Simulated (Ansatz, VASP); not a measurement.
**Two plane-wave programs on Be2CdO3**

```xyz
6
Lattice="-2.7007 2.7967 2.8126 2.7007 -2.7967 2.8126 2.7007 2.7967 -2.8126" Properties=species:S:1:pos:R:3 pbc="T T T"
Be    0.0000    0.0000    0.0000
Be    0.0000    0.0000    2.8126
Cd    2.7007    0.0000    0.0000
O     0.0000    0.0000    1.4028
O     0.0000    0.0000    4.2223
O     0.0000    2.7967    0.0000
```

Alike in both runs: functional PBE; k mesh 3 × 3 × 3; occupations gaussian, width 0.15 eV; no spin polarisation.

Ansatz relaxed the structure, and its values are those at the end. VASP's run is a single point on that final structure, the one shown.

```csv
,VASP,Ansatz
version,VASP 6.6.1,Ansatz 0.2.0
potentials or method,"VASP PAW PBE potentials, release 64 (Be, Cd, O), cutoff 600 eV","scalar-relativistic, plane waves, PAW"
valence electrons in the cell,34,42
```

VASP gave:

- gap on the k mesh at the Fermi level (eV): none
- pressure (GPa): -0.5

What did Ansatz give for the same quantities?

gap on the k mesh at the Fermi level (eV): none; pressure (GPa): 0.2.

A gap of «none» marks a metal or a gap that the smearing closes. VASP's potentials hold 34 valence electrons a cell and Ansatz's 42, so a difference there can come from the potentials and not from the codes.

The k mesh is coarse, so the values compare programs but aren't converged.
